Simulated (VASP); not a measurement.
# CdTe3: relaxation of cell and atoms with PBE

Crystal: CdTe3.

```xyz
4
Lattice="4.9293 0.0000 0.0000 0.0000 4.9293 0.0000 0.0000 0.0000 4.9293" Properties=species:S:1:pos:R:3 pbc="T T T"
Cd    0.0000    0.0000    0.0000
Te    0.0000    2.4646    2.4646
Te    2.4646    0.0000    2.4646
Te    2.4646    2.4646    0.0000
```

```
Program                : VASP 6.6.1
Task                   : relaxation of cell and atoms
Functional             : PBE
Potentials or basis    : VASP PAW PBE potentials, release 64 (Cd, Te)
Cutoff                 : 600 eV
k mesh                 : 10 × 10 × 10
Occupations            : gaussian, width 0.1 eV
Spin                   : no spin polarisation
Dipole correction      : no
Further INCAR settings : ALGO = Normal; EDIFF = 1e-06; IBRION = 2; EDIFFG = -0.01; NSW = 100; ISIF = 3
```

```
Relaxed volume                         : 28.43 Å³/atom
Relaxed cell                           : a = 4.845 Å, b = 4.845 Å, c = 4.845 Å, α = 90.00°, β = 90.00°, γ = 90.00°
Space group after relaxing (to 0.05 Å) : Pm-3m (No. 221)
Energy gained by relaxing              : 10.4 meV/atom
Ionic steps                            : 3
Pressure after relaxing                : 0.0 GPa
Band gap on the k mesh                 : zero (band 15 reaches 7.84 eV, above the bottom of band 16 at 6.09 eV)
```

The path:
```tsv
step	energy change (eV)	largest force (eV/Å)	pressure (GPa)	volume (Å³)
1	0.0000	0.0000	-2.11	119.77
2	-0.0412	0.0000	0.29	113.05
3	-0.0418	0.0000	-0.01	113.74
```

Final structure:
```
Cd Te
1.0
     4.84507    0.00000    0.00000
     0.00000    4.84507    0.00000
     0.00000    0.00000    4.84507
Cd Te
1 3
Direct
  0.00000 0.00000 0.00000
  0.00000 0.50000 0.50000
  0.50000 0.00000 0.50000
  0.50000 0.50000 0.00000
```

Levels at points of the mesh, in eV from the Fermi level:
```csv
k point,band 13,band 14,band 15,band 16,band 17,band 18
"(0.00, 0.00, 0.00)",-0.83,-0.83,-0.83,0.84,0.84,0.84
"(0.50, 0.00, 0.00)",-2.55,-1.85,-1.72,0.65,0.65,1.79
"(0.50, 0.50, 0.00)",-2.37,-1.90,-1.90,0.47,1.39,1.69
"(0.50, 0.50, 0.50)",-2.80,1.53,1.53,1.69,1.69,1.69
```

Wall time 110 s on 1 thread of Intel(R) Xeon(R) 6975P-C (Granite Rapids), with other jobs on the host, peak memory 0.35 GiB.

Caveat: spin-orbit coupling is left out, which moves the levels of the heavy elements.
